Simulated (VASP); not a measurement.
# BN (P1) in VASP: a series of runs, part 2 of 2

VASP 6.6.1. Earlier steps stand in the parts before.

## 3. Single point, r2SCAN (atom 3 (N) moved by (+0.200, +0.200) A along [1 1 0] and z)

Input file POSCAR:

```
BN
1.0
    2.5539396017      0.0000000000      0.0000000000
   -1.2769698009      2.2117765748      0.0000000000
    0.0000000000      0.0000000000      4.2268550000
B N
2 2
Direct
    0.6666666667      0.3333333333      0.9997240000
    0.3333333333      0.6666666667      0.4997240000
    0.7540105546      0.3972734970      0.6725925036
    0.3333333333      0.6666666667      0.1252760000
```

Input file INCAR.step1:

```
  PREC = Accurate
  ENCUT = 520
  ISMEAR = 0
  SIGMA = 0.05
  LREAL = False
  LASPH = True
  NELM = 100
  NBANDS = 16
  GGA = PE
  ALGO = Normal
  EDIFF = 1E-4
  LWAVE = True
  LCHARG = False
```

Input file INCAR.step2:

```
  PREC = Accurate
  ENCUT = 520
  EDIFF = 1E-6
  ISMEAR = 0
  SIGMA = 0.05
  LREAL = False
  LASPH = True
  NELM = 100
  ALGO = Normal
  ISIF = 2
  LWAVE = False
  LCHARG = True
  METAGGA = R2SCAN
  LMIXTAU = True
  LELF = True
  LVHAR = True
  NBANDS = 16
  ISTART = 1
```

Input file KPOINTS:

```
Automatic mesh
0
Gamma
  12 12 6
```

Potentials or basis: VASP PAW PBE potentials, release 64 (B, N).

Launch:

```
$ cat potpaw_PBE.64/B/POTCAR potpaw_PBE.64/N/POTCAR > POTCAR
$ cp INCAR.step1 INCAR
$ mpirun -np 1 vasp_std > vasp.out
$ cp INCAR.step2 INCAR
$ mpirun -np 1 vasp_std > vasp.out
```

OUTCAR:

```text
PREC = Accurate
   ENCUT = 520
   EDIFF = 1E-6
   ISMEAR = 0
   LREAL = False
   LASPH = True
   NELM = 100
   ISIF = 2
   METAGGA = R2SCAN
   ISTART = 1

 ion  position               nearest neighbor table
   1  0.667  0.333  1.000-   3 1.40   4 1.57   4 1.57   4 1.57
   2  0.333  0.667  0.500-   3 1.48   4 1.58   3 1.70   3 1.78
   3  0.754  0.397  0.673-   1 1.40   2 1.48   2 1.70   2 1.78
   4  0.333  0.667  0.125-   1 1.57   1 1.57   1 1.57   2 1.58

  LATTYP: Found a hexagonal cell.
 ALAT       =     2.5539396017
 C/A-ratio  =     1.6550332659

  Lattice vectors:

 A1 = (   2.5539396017,   0.0000000000,   0.0000000000)
 A2 = (  -1.2769698009,   2.2117765748,   0.0000000000)
 A3 = (   0.0000000000,   0.0000000000,   4.2268550000)

Analysis of symmetry for initial positions (statically):
=====================================================================
 Subroutine PRICEL returns:
 Original cell was already a primitive cell.

 Routine SETGRP: Setting up the symmetry group for a
 hexagonal supercell.

 Subroutine GETGRP returns: Found  1 space group operations
 (whereof  1 operations were pure point group operations)
 out of a pool of 24 trial point group operations.

The static configuration has the point symmetry C_1 .

Analysis of symmetry for dynamics (positions and initial velocities):
=====================================================================
 Subroutine PRICEL returns:
 Original cell was already a primitive cell.

 Routine SETGRP: Setting up the symmetry group for a
 hexagonal supercell.

 Subroutine GETGRP returns: Found  1 space group operations
 (whereof  1 operations were pure point group operations)
 out of a pool of 24 trial point group operations.

The dynamic configuration has the point symmetry C_1 .

 Subroutine INISYM returns: Found  1 space group operations
 (whereof  1 operations are pure point group operations),
 and found     1 'primitive' translations

----------------------------------------------------------------------------------------

                                     Primitive cell

  volume of cell :      23.8764

  direct lattice vectors                    reciprocal lattice vectors
     2.553939602  0.000000000  0.000000000     0.391551938  0.226062617  0.000000000
    -1.276969801  2.211776575  0.000000000     0.000000000  0.452125233  0.000000000
     0.000000000  0.000000000  4.226855000     0.000000000  0.000000000  0.236582518

  length of vectors
     2.553939602  2.553939602  4.226855000     0.452125233  0.452125233  0.236582518

  position of ions in fractional coordinates (direct lattice)
     0.666666667  0.333333333  0.999724000
     0.333333333  0.666666667  0.499724000
     0.754010555  0.397273497  0.672592504
     0.333333333  0.666666667  0.125276000

  ion indices of the primitive-cell ions
   primitive index   ion index
                 1           1
                 2           2
                 3           3
                 4           4

----------------------------------------------------------------------------------------

 KPOINTS: Automatic mesh

Automatic generation of k-mesh.
 Grid dimensions read from file:
 generate k-points for:   12   12    6

 Generating k-lattice:

  Cartesian coordinates                     Fractional coordinates (reciprocal lattice)
     0.032629328  0.018838551  0.000000000     0.083333333  0.000000000  0.000000000
     0.000000000  0.037677103  0.000000000     0.000000000  0.083333333  0.000000000
     0.000000000  0.000000000  0.039430420     0.000000000  0.000000000  0.166666667

  Length of vectors
     0.037677103  0.037677103  0.039430420

  Shift w.r.t. Gamma in fractional coordinates (k-lattice)
     0.000000000  0.000000000  0.000000000

 Subroutine IBZKPT returns following result:
 ===========================================

 Found    436 irreducible k-points:

 Following reciprocal coordinates:
            Coordinates               Weight
  0.000000  0.000000  0.000000      1.000000
  0.083333  0.000000  0.000000      2.000000
  0.000000  0.083333  0.000000      2.000000
 -0.083333  0.083333  0.000000      2.000000
  0.166667  0.000000  0.000000      2.000000
  0.000000  0.166667  0.000000      2.000000
[... 16 lines left out ...]
  0.166667  0.083333  0.000000      2.000000
 -0.083333  0.250000  0.000000      2.000000
 [... further k-points ...]
   k-points           NKPTS =    436   k-points in BZ     NKDIM =    436   number of bands    NBANDS=     16
   number of dos      NEDOS =    301   number of ions     NIONS =      4
   total plane-waves  NPLWV =  12800
   dimension x,y,z NGX =    20 NGY =   20 NGZ =   32
   dimension x,y,z NGXF=    40 NGYF=   40 NGZF=   64
   ions per type =               2   2
   NGX,Y,Z   is equivalent  to a cutoff of  13.02, 13.02, 12.59 a.u.
   NGXF,Y,Z  is equivalent  to a cutoff of  26.04, 26.04, 25.17 a.u.
 SYSTEM =  unknown system
   PREC   = accura    normal or accurate (medium, high low for compatibility)
   ISTART =      1    job   : 0-new  1-cont  2-samecut
   ICHARG =      0    charge: 1-file 2-atom 10-const
   ISPIN  =      1    spin polarized calculation?
   LNONCOLLINEAR =      F non collinear calculations
   LSORBIT =      F    spin-orbit coupling
   LASPH  =      T    aspherical Exc in radial PAW
   ENCUT  =  520.0 eV  38.22 Ry    6.18 a.u.   4.75  4.75  7.86*2*pi/ulx,y,z
   NELM   =    100;   NELMIN=  2; NELMDL=  0     # of ELM steps
   EDIFF  = 0.1E-05   stopping-criterion for ELM
   LREAL  =      F    real-space projection
   EDIFFG = 0.1E-04   stopping-criterion for IOM
   NSW    =      0    number of steps for IOM
   IBRION =     -1    ionic relax: 0-MD 1-quasi-New 2-CG
   NFREE  =      0    steps in history (QN), initial steepest desc. (CG)
   ISIF   =      2    stress and relaxation
   ISYM   =      2    0-nonsym 1-usesym 2-fastsym
   POTIM  = 0.5000    time-step for ionic-motion
   TEBEG  =    0.0;   TEEND  =   0.0 temperature during run
   PSTRESS=    0.0 pullay stress
   NELECT =      16.0000    total number of electrons
   NUPDOWN=      -1.0000    fix difference up-down
   EMIN   =  10.00;   EMAX   =-10.00  energy-range for DOS
   EFERMI =   0.00;   METHOD = LEGACY
   ISMEAR =     0;   SIGMA  =   0.05  broadening in eV -4-tet -1-fermi 0-gaus
   EFERMI_NEDOS =   21; number of points for ismear=-14 and -15
   IALGO  =     38    algorithm
   IMIX   =      4    mixing-type and parameters
     AMIX     =   0.40;   BMIX     =  1.00
     AMIX_MAG =   1.60;   BMIX_MAG =  1.00
  volume/ion in A,a.u.               =       5.97        40.28
  Fermi-wavevector in a.u.,A,eV,Ry     =   1.432600  2.707222 27.923836  2.052344
  Thomas-Fermi vector in A             =   2.552210
   LORBIT       =      0    0 simple, 1 ext, 2 COOP (PROOUT), +10 PAW based schemes
   METAGGA = R2SCAN    functional components
   LHFCALC =     F    Hartree Fock is set to
   AEXX    =    0.0000 exact exchange contribution
   IVDW    =     0    specifies the selected vdW correction
   LEPSILON=     F    determine dielectric tensor
   LRPA    =     F    only Hartree local field effects (RPA)
 non-spin polarized calculation
 Gauss-broadening in eV      SIGMA  =   0.05
  energy-cutoff  :      520.00
  volume of cell :       23.88
 maximum number of plane-waves:       660
   NGX =  9   NGY =  9   NGZ = 15

 number of electron      15.9999998 magnetization

 Free energy of the ion-electron system (eV)
  ---------------------------------------------------
  ext. energy  EPLUGINS =         0.00000000
  ---------------------------------------------------
  free energy    TOTEN  =       -37.06321638 eV

  energy without entropy =      -37.06321638  energy(sigma->0) =      -37.06321638

 E-fermi :   8.3840     XC(G=0): -13.5817

 val. band max:        8.1870223560   @ k =   0.0000   0.0000   0.0000
 cond. band min:      11.6577841082   @ k =   0.3333   0.3333   0.0000
 fundamental gap:      3.4707617522
 Fermi energy:         8.3840216809

 k-point     1 :       0.0000    0.0000    0.0000
  band No.  band energies     occupation
      1     -14.1716      2.00000
      2      -9.8863      2.00000
      3      -4.2628      2.00000
      4       4.5228      2.00000
      5       5.6079      2.00000
      6       5.7398      2.00000
[... 8 lines left out ...]
     15      22.3316      0.00000
     16      25.3099      0.00000
[... 419 lines left out ...]
 k-point    24 :      -0.0833    0.2500    0.0000
  band No.  band energies     occupation
      1     -13.1194      2.00000
      2      -9.0961      2.00000
      3      -3.2629      2.00000
      4       1.8203      2.00000
      5       2.9021      2.00000
      6       4.4110      2.00000
[... 8 lines left out ...]
     15      23.1166      0.00000
     16      24.5023      0.00000

 [... further k-points ...]
[... 5 lines left out ...]
  --------------------------------------------------------------------------------------
  -------------------------------------------------------------------------------------
  Total        0.7514689      0.7470925      2.1316441      0.3557345     -0.1271836     -0.3650534
  in kB       50.4257503     50.1320834    143.0395258     23.8708171     -8.5343928    -24.4961432
  external PRESSURE =      81.1991198 kB  Pullay stress =       0.0000000 kB

 VOLUME and BASIS-vectors are now :
 -----------------------------------------------------------------------------
  energy-cutoff  :      520.00
  volume of cell :       23.88
      direct lattice vectors                 reciprocal lattice vectors
     2.553939602  0.000000000  0.000000000     0.391551938  0.226062617  0.000000000
    -1.276969801  2.211776575  0.000000000     0.000000000  0.452125233  0.000000000
     0.000000000  0.000000000  4.226855000     0.000000000  0.000000000  0.236582518

 POSITION                                       TOTAL-FORCE (eV/Angst)
 -----------------------------------------------------------------------------------
      1.27697      0.73726      4.22569         0.539029      0.496324      3.303196
     -0.00000      1.47452      2.11226         2.112856      1.307550      2.066046
      1.41839      0.87868      2.84295        -2.760619     -1.860272     -8.356718
     -0.00000      1.47452      0.52952         0.108733      0.056398      2.987476
 -----------------------------------------------------------------------------------
    total drift:                                0.000186     -0.000145     -0.000172

  FREE ENERGIE OF THE ION-ELECTRON SYSTEM (eV)
  ---------------------------------------------------
  free  energy   TOTEN  =       -37.0632163793 eV

  energy  without entropy=      -37.0632163793  energy(sigma->0) =      -37.06321638
```

It took 3.3 min on 1 thread of Intel Xeon 6975P-C (Granite Rapids), shared host; peak memory 0.24 GiB.

What came out:

- Free energy: -37.0632 eV
- Pressure: 8.1 GPa
- Largest force: 8.995 eV/Å
- Band gap on the k mesh: 3.47 eV (least direct gap 7.38 eV)

Forces on the atoms (eV/Å):
```
B    0.539  0.496  3.303
B    2.113  1.308  2.066
N   -2.761 -1.860 -8.357
N    0.109  0.056  2.987
```

Caveat: the cell differs from its parent crystal (atom 3 (N) moved by (+0.200, +0.200) A along [1 1 0] and z); the stress differs along the axes, from 5 to 14 GPa; the PAW data sets were made with another functional, which shifts forces and pressure a little. A k mesh can miss the band edges.

## 4. Single point, r2SCAN (atom 3 (N) moved by (-0.200, -0.100) A along [1 1 0] and z)

POSCAR: that of step 3 with these lines changed.

```diff
@@ -10,3 +10,3 @@
     0.3333333333      0.6666666667      0.4997240000
-    0.7540105546      0.3972734970      0.6725925036
+    0.5793227787      0.2693931696      0.6016177482
     0.3333333333      0.6666666667      0.1252760000
```

Input file INCAR.step1:

```
SYSTEM = BN
ALGO = Normal
EDIFF = 1E-4
ENCUT = 520
GGA = PE
ISMEAR = 0
LASPH = .TRUE.
LCHARG = .FALSE.
LREAL = .FALSE.
LWAVE = .TRUE.
NBANDS = 16
NELM = 100
PREC = Accurate
SIGMA = 0.05
```

Input file INCAR.step2:

```
SYSTEM = BN
ALGO = Normal
EDIFF = 1E-6
ENCUT = 520
ISIF = 2
ISMEAR = 0
ISTART = 1
LASPH = .TRUE.
LCHARG = .TRUE.
LELF = .TRUE.
LMIXTAU = .TRUE.
LREAL = .FALSE.
LVHAR = .TRUE.
LWAVE = .FALSE.
METAGGA = R2SCAN
NBANDS = 16
NELM = 100
PREC = Accurate
SIGMA = 0.05
```

Input file KPOINTS:

```
k-points
0
G
  12 12 6
  0 0 0
```

Launch:

```
$ cat potpaw_PBE.64/B/POTCAR potpaw_PBE.64/N/POTCAR > POTCAR
$ cp INCAR.step1 INCAR
$ mpirun -np 1 vasp_std > vasp.out
$ cp INCAR.step2 INCAR
$ mpirun -np 1 vasp_std > vasp.out
```

Run time: 3.3 min. Hardware: 1 thread of Intel Xeon 6975P-C (Granite Rapids), shared host; peak memory 0.24 GiB.

It converged, with:

```yaml
Free_energy: -37.5724 eV
Pressure: 4.7 GPa
Largest_force: 6.496 eV/Å
Band_gap_on_the_k_mesh: 5.40 eV (least direct gap 7.80 eV)
```

Forces in eV/Å, atoms in the order of the input:
```
B   -0.622 -0.670 -0.401
B   -1.732 -3.480 -2.292
N    2.453  4.293  4.213
N   -0.099 -0.143 -1.521
```

Stress tensor (GPa, compression positive):
```
-1.10 -3.54 -0.93
-3.54 12.84  2.92
-0.93  2.92  2.49
```

Levels at points of the mesh, in eV from the valence-band top:
```tsv
k point	band 4	band 5	band 6	band 7	band 8	band 9	band 10	band 11	band 12	band 13
(0.00, 0.00, 0.00)	-4.37	-2.17	-1.23	-0.60	0.00	7.80	7.86	8.94	9.16	10.19
(0.50, 0.00, 0.00)	-8.46	-7.88	-6.58	-3.77	-3.44	6.11	6.72	10.87	11.47	12.51
(0.00, 0.50, 0.00)	-9.39	-7.18	-5.66	-5.29	-2.78	6.40	8.66	10.93	11.39	12.68
(0.50, 0.50, 0.00)	-9.08	-7.51	-5.66	-4.90	-2.87	6.04	8.00	10.82	11.07	12.87
(0.00, 0.00, 0.50)	-6.10	-3.98	-1.85	-1.79	-0.55	7.60	9.09	9.69	9.93	10.05
(0.50, 0.00, 0.50)	-10.48	-6.01	-4.55	-4.45	-3.80	5.82	6.72	9.30	10.47	14.30
(0.00, 0.50, 0.50)	-10.98	-4.82	-4.40	-4.09	-3.34	6.02	6.53	8.56	9.84	14.38
(0.50, 0.50, 0.50)	-10.93	-5.10	-4.50	-4.11	-3.20	5.80	6.36	8.60	9.73	14.36
```

Caveat: the cell differs from its parent crystal (atom 3 (N) moved by (-0.200, -0.100) A along [1 1 0] and z); the stress differs along the axes, from -1 to 13 GPa; the PAW data sets were made with another functional, which shifts forces and pressure a little. A k mesh can miss the band edges.

## 5. Single point, r2SCAN (atom 3 (N) moved by (-0.200, +0.100) A along [1 1 0] and z)

POSCAR: that of step 4 with these lines changed.

```diff
@@ -10,3 +10,3 @@
     0.3333333333      0.6666666667      0.4997240000
-    0.5793227787      0.2693931696      0.6016177482
+    0.5793227787      0.2693931696      0.6489342518
     0.3333333333      0.6666666667      0.1252760000
```

Input file INCAR.step1:

```
SYSTEM = BN
PREC = Accurate
ENCUT = 520
ISMEAR = 0
SIGMA = 0.05
LREAL = .FALSE.
LASPH = .TRUE.
NELM = 100
NBANDS = 16
GGA = PE
ALGO = Normal
EDIFF = 1E-4
LWAVE = .TRUE.
LCHARG = .FALSE.
```

Input file INCAR.step2:

```
SYSTEM = BN
PREC = Accurate
ENCUT = 520
EDIFF = 1E-6
ISMEAR = 0
SIGMA = 0.05
LREAL = .FALSE.
LASPH = .TRUE.
NELM = 100
ALGO = Normal
ISIF = 2
LWAVE = .FALSE.
LCHARG = .FALSE.
METAGGA = R2SCAN
LMIXTAU = .TRUE.
NBANDS = 16
ISTART = 1
```

Input file KPOINTS:

```
Automatic mesh
0
G
  12 12 6
  0 0 0
```

Launch:

```
$ cat potpaw_PBE.64/B/POTCAR potpaw_PBE.64/N/POTCAR > POTCAR
$ cp INCAR.step1 INCAR
$ mpirun -np 1 vasp_std > vasp.out
$ cp INCAR.step2 INCAR
$ mpirun -np 1 vasp_std > vasp.out
```

Wall time 3.2 min (1 thread of Intel Xeon 6975P-C (Granite Rapids), shared host); peak memory 0.24 GiB.

Results (log left out):

```
Free energy            : -37.7282 eV
Pressure               : 1.7 GPa
Largest force          : 4.521 eV/Å
Band gap on the k mesh : 4.13 eV (least direct gap 7.72 eV)
```

Forces in eV/Å, atoms in the order of the input:
```
B   -0.626 -0.676  0.997
B   -0.907 -1.985  0.753
N    1.563  2.734 -3.244
N   -0.030 -0.073  1.494
```

Stress tensor (GPa, compression positive):
```
 0.90  1.11 -1.51
 1.11  3.88  0.99
-1.51  0.99  0.31
```

Levels at points of the mesh, in eV from the valence-band top:
| k point | band 6 | band 7 | band 8 | band 9 | band 10 | band 11 |
| --- | --- | --- | --- | --- | --- | --- |
| (0.00, 0.00, 0.00) | -1.84 | -0.98 | 0.00 | 7.72 | 8.33 | 8.61 |
| (0.50, 0.00, 0.00) | -6.23 | -4.77 | -3.07 | 5.70 | 6.35 | 9.74 |
| (0.00, 0.50, 0.00) | -6.36 | -5.64 | -2.35 | 6.18 | 8.08 | 9.68 |
| (0.50, 0.50, 0.00) | -6.05 | -5.57 | -2.43 | 5.84 | 7.46 | 9.51 |
| (0.00, 0.00, 0.50) | -2.18 | -2.13 | -0.43 | 7.62 | 9.03 | 9.53 |
| (0.50, 0.00, 0.50) | -5.04 | -4.68 | -4.56 | 5.76 | 6.43 | 9.32 |
| (0.00, 0.50, 0.50) | -4.79 | -4.62 | -3.41 | 5.80 | 6.38 | 9.05 |
| (0.50, 0.50, 0.50) | -4.89 | -4.54 | -3.28 | 5.45 | 6.32 | 9.02 |

Caveat: the cell differs from its parent crystal (atom 3 (N) moved by (-0.200, +0.100) A along [1 1 0] and z); the PAW data sets were made with another functional, which shifts forces and pressure a little. A k mesh can miss the band edges.

## 6. Summary

```csv
cell,gap on the mesh (eV),pressure (GPa),largest force (eV/Å)
"as given, atomic positions A",4.99,3.3,6.32
"as given, atomic positions B",3.47,8.1,9.00
"as given, atomic positions C",5.40,4.7,6.50
"as given, atomic positions D",4.13,1.7,4.52
```

Alike in all rows: task single point; level r2SCAN; potentials or basis VASP PAW PBE potentials, release 64 (B, N); no spin polarisation; k mesh 12 × 12 × 6; cutoff (eV) 520; smearing gaussian 0.05 eV.

Caveats: the PAW data sets were made with another functional, which shifts forces and pressure a little; the stress differs along the axes, from -1 to 10 GPa (at least some runs); the stress differs along the axes, from 5 to 14 GPa (at least some runs); the stress differs along the axes, from -1 to 13 GPa (at least some runs).

Absolute energies hang on the potentials; compare differences alone.
